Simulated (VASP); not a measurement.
Input of a VASP 6.6.1 run:

The input INCAR:

```
PREC = Accurate
ENCUT = 520
EDIFF = 1E-7
ISMEAR = 0
SIGMA = 0.1
LREAL = F
LASPH = T
NELM = 80
ALGO = Fast
ISIF = 2
LWAVE = F
LCHARG = F
LDIPOL = T
IDIPOL = 3
DIPOL = 0.5 0.5 0.321
GGA = PE
IBRION = 2
NSW = 36
EDIFFG = -0.025
```

Contents of KPOINTS:

```
regular mesh
0
Gamma
  7 7 1
```

Contents of POSCAR:

```
Ge4N
1.0
    4.0740542166      0.0000000000      0.0000000000
    0.0000000000      4.0740542166      0.0000000000
    0.0000000000      0.0000000000     19.8557568530
Ge N
4 1
Selective dynamics
Direct
    0.0000000000      0.5000000000      0.2014529101  F F F
    0.0000000000      0.0000000000      0.2739958855  F F F
    0.5000000000      0.0000000000      0.3493666166  F F F
    0.5000000000      0.5000000000      0.4208228835  F F F
    1.0000000000      0.5000000000      0.3600972297  F F T
```

Potentials or basis: VASP PAW PBE potentials, release 64 (Ge_d, N).

Run with:

```console
$ cat potpaw_PBE.64/Ge_d/POTCAR potpaw_PBE.64/N/POTCAR > POTCAR
$ mpirun -np 1 vasp_std > vasp.out
```

Q: Estimate the band gap on the k mesh.

A: Zero (an odd number of electrons rules out a gap without spin polarisation).

Q: Estimate the energy gained by relaxing.

A: 1.8 meV/atom.

Final structure:
```cif
data_structure
_symmetry_space_group_name_H-M 'P 1'
_symmetry_Int_Tables_number 1
_cell_length_a 4.0741
_cell_length_b 4.0741
_cell_length_c 19.8558
_cell_angle_alpha 90.000
_cell_angle_beta 90.000
_cell_angle_gamma 90.000
_cell_volume 329.56
loop_
_atom_site_label
_atom_site_type_symbol
_atom_site_fract_x
_atom_site_fract_y
_atom_site_fract_z
_atom_site_occupancy
Ge1 Ge 0.00000 0.50000 0.20145 1
Ge2 Ge 0.00000 0.00000 0.27400 1
Ge3 Ge 0.50000 0.00000 0.34937 1
Ge4 Ge 0.50000 0.50000 0.42082 1
N1 N 0.00000 0.50000 0.35316 1
```
